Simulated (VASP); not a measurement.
Write the native input for VASP 6.6.1 that does the following.

| Property | Result |
| --- | --- |
| Task | single point |
| Functional | PBE |
| Potentials or basis | VASP PAW PBE potentials, release 64 (Cs_sv, Br) |
| Cutoff | 500 eV |
| k mesh | 6 × 6 × 6 |
| Occupations | fermi-dirac, width 0.02 eV |
| Spin | no spin polarisation |
| Dipole correction | no |
| Further INCAR settings | ALGO = Normal; EDIFF = 1e-06; NBANDS = 15 |

The structure of CsBr lies in POSCAR:

```
CsBr
1.0
    4.3909641748      0.0000000000      0.0000000000
    0.0000000000      4.3909641748      0.0000000000
    0.0000000000      0.0000000000      4.3909641748
Cs Br
1 1
Direct
    0.0000000000      0.0000000000      0.0000000000
    0.5000000000      0.5000000000      0.5000000000
```

These files were run (other wordings do the same):

INCAR

```
PREC = Accurate ; ENCUT = 500
EDIFF = 1E-6 ; ISMEAR = -1
SIGMA = 0.02 ; LREAL = False
LASPH = True ; NELM = 120
ALGO = Normal ; ISIF = 2
LWAVE = False ; LCHARG = False
GGA = PE ; NBANDS = 15
GGA_COMPAT = False
```

KPOINTS

```
regular mesh
0
Gamma
  6 6 6
```

Potentials or basis: VASP PAW PBE potentials, release 64 (Cs_sv, Br).

Run with:

```bash
$ cat potpaw_PBE.64/Cs_sv/POTCAR potpaw_PBE.64/Br/POTCAR > POTCAR
$ mpirun -np 1 vasp_std > vasp.out
```

It gave:

The pressure is 0.0 GPa and the band gap on the k mesh is 4.24 eV (least direct gap 4.26 eV).

Caveat: spin-orbit coupling is left out, which moves the levels of the heavy elements.

It took 16 s on 1 thread of Intel(R) Xeon(R) Platinum 8488C (Sapphire Rapids), on a shared host, peak memory 0.18 GiB.
